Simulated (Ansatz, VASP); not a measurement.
Two plane-wave programs on Be3TeSe2

```
Be Te Se
1.0
     3.78501    0.00000    0.00000
     0.00000    3.78501    0.00000
     0.00000    0.00000   15.97860
Be Te Se
6 2 4
Direct
  0.50000 0.50000 0.18487
  0.00000 0.00000 0.34236
  0.50000 0.50000 0.50000
  0.00000 0.00000 0.65764
  0.50000 0.50000 0.81513
  0.00000 0.00000 0.00000
  0.00000 0.50000 0.09200
  0.50000 0.00000 0.90800
  0.50000 0.00000 0.26340
  0.00000 0.50000 0.42115
  0.50000 0.00000 0.57885
  0.00000 0.50000 0.73660
```

Alike in both runs: functional PBE; k mesh 8 × 8 × 2; occupations gaussian, width 0.02 eV; no spin polarisation.

Ansatz relaxed the structure, and its values are those at the end. VASP's run is a single point on that final structure, the one shown.

```csv
,VASP,Ansatz
version,VASP 6.6.1,Ansatz 0.2.0
potentials or method,"VASP PAW PBE potentials, release 64 (Be, Te, Se), cutoff 520 eV","scalar-relativistic, plane waves, PAW"
valence electrons in the cell,48,108
```

Ansatz gave:

```
gap on the k mesh at the Fermi level (eV) : 1.97
least direct gap on the mesh (eV)         : 1.97
pressure (GPa)                            : 0.0
```

Problem. Estimate VASP's values.

Solution. gap on the k mesh at the Fermi level (eV): 1.96; least direct gap on the mesh (eV): 1.96; pressure (GPa): 0.2.

VASP's potentials hold 48 valence electrons a cell and Ansatz's 108, so a difference there can come from the potentials and not from the codes.

Neither program's run includes spin-orbit coupling.
